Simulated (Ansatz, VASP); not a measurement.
**One calculation of Bi2Pd, two programs**

```
Bi Pd
1.0
    -1.65828    1.65828    6.40377
     1.65828   -1.65828    6.40377
     1.65828    1.65828   -6.40377
Bi Pd
2 1
Direct
  0.36300 0.36300 0.00000
  0.63700 0.63700 0.00000
  0.00000 0.00000 0.00000
```

Change from the starting cell: volume scaled by 0.96.

Alike in both runs: task single point; functional PBEsol; k mesh 15 × 15 × 15; occupations fermi-dirac, width 0.08 eV; no spin polarisation.

|  | VASP | Ansatz |
| --- | --- | --- |
| version | VASP 6.6.1 | Ansatz 0.2.0 |
| potentials or method | VASP PAW PBE potentials, release 64 (Bi_d, Pd), cutoff 520 eV | all-electron LAPW, scalar-relativistic |

Ansatz gave:

* pressure (GPa): 2.6
* traceless stress, the component that is largest in VASP (GPa): -0.50
* rms of the force components (eV/Å): 0.060

Estimate VASP's values.

pressure (GPa): 2.6; traceless stress, the component that is largest in VASP (GPa): -0.50; rms of the force components (eV/Å): 0.065.

VASP's potentials were made for PBE, not for PBEsol. Atom by atom the forces differ by 0.005 eV/Å (rms over components). Ansatz ran all-electron here, and VASP with PAW potentials.

Neither program's run includes spin-orbit coupling.
